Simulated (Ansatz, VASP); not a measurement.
One calculation of Zr5TiC6, two programs

```
Zr Ti C
1.0
     3.45988    0.00000    0.00000
     0.00000    3.45988    0.00000
     0.00000    0.00000   14.67903
Zr Ti C
5 1 6
Direct
  0.00000 0.00000 0.16667
  0.50000 0.50000 0.33333
  0.50000 0.50000 0.66667
  0.00000 0.00000 0.83333
  0.50000 0.50000 0.00000
  0.00000 0.00000 0.50000
  0.00000 0.00000 0.00000
  0.50000 0.50000 0.16667
  0.00000 0.00000 0.33333
  0.50000 0.50000 0.50000
  0.00000 0.00000 0.66667
  0.50000 0.50000 0.83333
```

Alike in both runs: task relaxation of cell and atoms; functional PBE; k mesh 6 × 6 × 2; occupations gaussian, width 0.1 eV; no spin polarisation.

|  | VASP | Ansatz |
| --- | --- | --- |
| version | VASP 6.6.1 | Ansatz 0.2.0 |
| potentials or method | VASP PAW PBE potentials, release 64 (Zr_sv, Ti_sv, C), cutoff 600 eV | scalar-relativistic, plane waves, PAW |
| valence electrons in the cell | 96 | 96 |

```csv
,VASP,Ansatz,Ansatz less VASP
"gap on the k mesh at the Fermi level, each at its own relaxed structure (eV)",none,none,-
relaxed volume (Å³/atom),12.64,12.64,+0.001
relaxed length of the cell vector where the two differ most in proportion (Å),13.938,13.943,+0.0053
```

A gap of «none» marks a metal or a gap that the smearing closes.
